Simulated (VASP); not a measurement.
The system is HfB2.

```
Hf B
1.0
     3.14000    0.00000    0.00000
    -1.57000    2.71932    0.00000
     0.00000    0.00000    3.48000
Hf B
1 2
Cartesian
  0.0000 0.0000 0.0000
  1.5700 0.9064 1.7400
  0.0000 1.8129 1.7400
```

| Quantity | Value |
| --- | --- |
| Program | VASP 6.6.1 |
| Task | relaxation of cell and atoms |
| Functional | PBE |
| Potentials or basis | VASP PAW PBE potentials, release 64 (Hf_pv, B) |
| Cutoff | 600 eV |
| k mesh | 10 × 10 × 8 |
| Occupations | fermi-dirac, width 0.05 eV |
| Spin | no spin polarisation |
| Hubbard terms | Hf d U = 2.0 eV |

At the start: pressure 6.8 GPa; volume 9.90 Å³/atom.

Question: How do energy, volume and symmetry change on relaxing?

Answer: Over 4 steps the energy falls by 6.1 meV/atom and the volume is 10.18 Å³/atom (+2.7 %); space group P6/mmm (No. 191, to 0.1 Å) before and after.

The path:
```csv
step,energy change (eV),largest force (eV/Å),pressure (GPa),volume (Å³)
1,0.0000,0.0000,6.75,29.71
2,0.0067,0.0000,-7.56,31.55
3,-0.0174,0.0000,-0.20,30.54
4,-0.0182,0.0000,-0.03,30.53
```

Final structure:
```xyz
3
Lattice="3.1586 0.0000 0.0000 -1.5793 2.7354 0.0000 0.0000 0.0000 3.5334" Properties=species:S:1:pos:R:3 pbc="T T T"
Hf   -1.5793    2.7354    0.0000
B     1.5793    0.9118    1.7667
B     0.0000    1.8236    1.7667
```

Caveat: U without spin polarisation on a metal has little footing; the U is typed as a test and isn't derived for this compound.
